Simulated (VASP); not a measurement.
# Hf (P6_3/mmc) in VASP: further runs, part 2 of 2

VASP 6.6.1.

## 3. Single point, LDA

This run uses another cell than the first one, of 20.84 Å³/atom, 0.998 times its volume.

Contents of INCAR:

```
PREC = Accurate
ENCUT = 520
EDIFF = 1E-7
ISMEAR = -1
SIGMA = 0.05
LREAL = False
LASPH = True
NELM = 60
ALGO = Normal
ISIF = 2
LWAVE = False
LCHARG = True
GGA = CA
LELF = True
LVHAR = True
NBANDS = 17
```

Contents of KPOINTS:

```
regular mesh
0
Gamma
  8 8 4
```

Contents of POSCAR:

```
Hf
1.0
    3.1215203391      0.0000000000      0.0000000000
   -1.5607601696      2.7033159121      0.0000000000
    0.0000000000      0.0000000000      4.9383529160
Hf
2
Direct
    0.3333333333      0.6666666667      0.2500000000
    0.6666666667      0.3333333333      0.7500000000
```

Potentials or basis: VASP PAW LDA potentials, release 64 (Hf_pv).

Command:

```bash
cat potpaw_LDA.64/Hf_pv/POTCAR > POTCAR
mpirun -np 1 vasp_std > vasp.out
```

Run time: 31 s. Hardware: 1 thread of Intel Xeon 8259CL, shared host; peak memory 0.15 GiB.

Results (log left out):

```
Free energy            : -21.4122 eV
Pressure               : 0.1 GPa
Band gap on the k mesh : zero (band 10 reaches 6.42 eV, above the bottom of band 11 at 5.18 eV)
```

Levels at points of the mesh, in eV from the Fermi level:
```tsv
k point	band 8	band 9	band 10	band 11	band 12	band 13
(0.00, 0.00, 0.00)	-4.00	1.00	1.04	1.04	1.35	1.94
(0.50, 0.00, 0.00)	-3.11	-2.54	-0.64	0.62	0.89	1.71
(0.00, 0.00, 0.50)	-5.51	0.04	0.04	0.92	0.92	0.92
(0.50, 0.00, 0.50)	-3.71	-1.22	-1.22	1.47	1.47	2.66
```

Caveat: spin-orbit coupling is left out, which moves the levels of the heavy elements.

## 4. Single point, LDA

This run uses another cell than the first one, of 20.63 Å³/atom, 0.988 times its volume.

Contents of INCAR:

```
SYSTEM = Hf
ALGO = Normal
EDIFF = 1E-6
ENCUT = 520
GGA = CA
ISIF = 2
ISMEAR = -1
LASPH = .True.
LCHARG = .False.
LREAL = .False.
LWAVE = .False.
NBANDS = 17
NELM = 100
PREC = Accurate
SIGMA = 0.05
```

Contents of KPOINTS:

```
k-points
0
Gamma
  8 8 4
  0 0 0
```

Contents of POSCAR:

```
Hf
1.0
    3.1110803938      0.0000000000      0.0000000000
   -1.5555401969      2.6942746542      0.0000000000
    0.0000000000      0.0000000000      4.9218365621
Hf
2
Direct
    0.3333333333      0.6666666667      0.2500000000
    0.6666666667      0.3333333333      0.7500000000
```

Potentials or basis: VASP PAW LDA potentials, release 64 (Hf_pv).

Command:

```bash
cat potpaw_LDA.64/Hf_pv/POTCAR > POTCAR
mpirun -np 1 vasp_std > vasp.out
```

OUTCAR:

```text
SYSTEM = Hf
   EDIFF = 1E-6
   ENCUT = 520
   GGA = CA
   ISIF = 2
   ISMEAR = -1
   LASPH = .True.
   LREAL = .False.
   NELM = 100
   PREC = Accurate

 ion  position               nearest neighbor table
   1  0.333  0.667  0.250-   2 3.05   2 3.05   2 3.05   2 3.05   2 3.05   2 3.05
   2  0.667  0.333  0.750-   1 3.05   1 3.05   1 3.05   1 3.05   1 3.05   1 3.05

  LATTYP: Found a hexagonal cell.
 ALAT       =     3.1110803938
 C/A-ratio  =     1.5820345151

  Lattice vectors:

 A1 = (   3.1110803938,   0.0000000000,   0.0000000000)
 A2 = (  -1.5555401969,   2.6942746542,   0.0000000000)
 A3 = (   0.0000000000,   0.0000000000,   4.9218365621)

Analysis of symmetry for initial positions (statically):
=====================================================================
 Subroutine PRICEL returns:
 Original cell was already a primitive cell.

 Routine SETGRP: Setting up the symmetry group for a
 hexagonal supercell.

 Subroutine GETGRP returns: Found 24 space group operations
 (whereof 12 operations were pure point group operations)
 out of a pool of 24 trial point group operations.

The static configuration has the point symmetry D_3d.
[... 157 lines left out ...]
  ext. energy  EPLUGINS =         0.00000000
  ---------------------------------------------------
  free energy    TOTEN  =       -21.41023844 eV

  energy without entropy =      -21.39977970  energy(sigma->0) =      -21.40500907

 E-fermi :   5.4545     XC(G=0): -11.8454

 val. band max:        5.2883779023   @ k =   0.2500   0.2500   0.5000
 cond. band min:       5.4740656978   @ k =   0.3750   0.2500   0.2500
 fundamental gap:      0.1856877955
 Fermi energy:         5.4544772462

 k-point     1 :       0.0000    0.0000    0.0000
  band No.  band energies     occupation
      1     -25.5316      2.00000
      2     -24.5507      2.00000
      3     -24.5507      2.00000
      4     -24.3826      2.00000
      5     -24.3826      2.00000
      6     -24.3746      2.00000
[... 457 lines left out ...]
      4     -24.6596      2.00000
      5     -24.6193      2.00000
      6     -24.6193      2.00000
[... 9 lines left out ...]
     16      11.2313      0.00000
     17      11.2518      0.00000

 [... further k-points ...]
[... 5 lines left out ...]
  --------------------------------------------------------------------------------------
  -------------------------------------------------------------------------------------
  Total        0.3572100      0.3572100      0.3617729     -0.0000000     -0.0000000     -0.0000000
  in kB       13.8724724     13.8724724     14.0496747     -0.0000000     -0.0000000     -0.0000000
  external PRESSURE =      13.9315398 kB  Pullay stress =       0.0000000 kB

 VOLUME and BASIS-vectors are now :
 -----------------------------------------------------------------------------
  energy-cutoff  :      520.00
  volume of cell :       41.26
      direct lattice vectors                 reciprocal lattice vectors
     3.111080394  0.000000000  0.000000000     0.321431745  0.185578705  0.000000000
    -1.555540197  2.694274654  0.000000000     0.000000000  0.371157409  0.000000000
     0.000000000  0.000000000  4.921836562     0.000000000  0.000000000  0.203176190

 POSITION                                       TOTAL-FORCE (eV/Angst)
 -----------------------------------------------------------------------------------
     -0.00000      1.79618      1.23046        -0.000000     -0.000000      0.000000
      1.55554      0.89809      3.69138         0.000000      0.000000      0.000000
 -----------------------------------------------------------------------------------
    total drift:                               -0.000000      0.000000     -0.000000

  FREE ENERGIE OF THE ION-ELECTRON SYSTEM (eV)
  ---------------------------------------------------
  free  energy   TOTEN  =       -21.4102384414 eV

  energy  without entropy=      -21.3997796963  energy(sigma->0) =      -21.40500907
```

It took 29 s on 1 thread of Intel Xeon 8259CL, shared host; peak memory 0.15 GiB.

What came out:

```
Free energy            : -21.4102 eV
Pressure               : 1.4 GPa
Band gap on the k mesh : zero (band 10 reaches 6.50 eV, above the bottom of band 11 at 5.27 eV)
```

Levels at points of the mesh, in eV from the Fermi level:
```csv
k point,band 8,band 9,band 10,band 11,band 12,band 13
"(0.00, 0.00, 0.00)",-4.04,1.04,1.04,1.04,1.36,1.95
"(0.50, 0.00, 0.00)",-3.15,-2.57,-0.62,0.61,0.90,1.73
"(0.00, 0.00, 0.50)",-5.53,0.04,0.04,0.92,0.92,0.92
"(0.50, 0.00, 0.50)",-3.75,-1.24,-1.24,1.51,1.51,2.68
```

Caveat: spin-orbit coupling is left out, which moves the levels of the heavy elements.

## 5. The runs side by side

```csv
cell,k mesh,gap on the mesh (eV),pressure (GPa)
"a = 3.117, b = 3.117, c = 4.964 Å, angles 90.0, 90.0, 120.0°, 2 atoms",7 × 7 × 4,none,0.1
"a = 3.122, b = 3.122, c = 4.938 Å, angles 90.0, 90.0, 120.0°, 2 atoms",8 × 8 × 4,none,0.1
"a = 3.111, b = 3.111, c = 4.922 Å, angles 90.0, 90.0, 120.0°, 2 atoms",8 × 8 × 4,none,1.4
```

Alike in all rows: task single point; level LDA; potentials or basis VASP PAW LDA potentials, release 64 (Hf_pv); no spin polarisation; cutoff (eV) 520; smearing fermi-dirac 0.05 eV.

Caveats: spin-orbit coupling is left out, which moves the levels of the heavy elements.

Absolute energies hang on the potentials; compare differences alone.
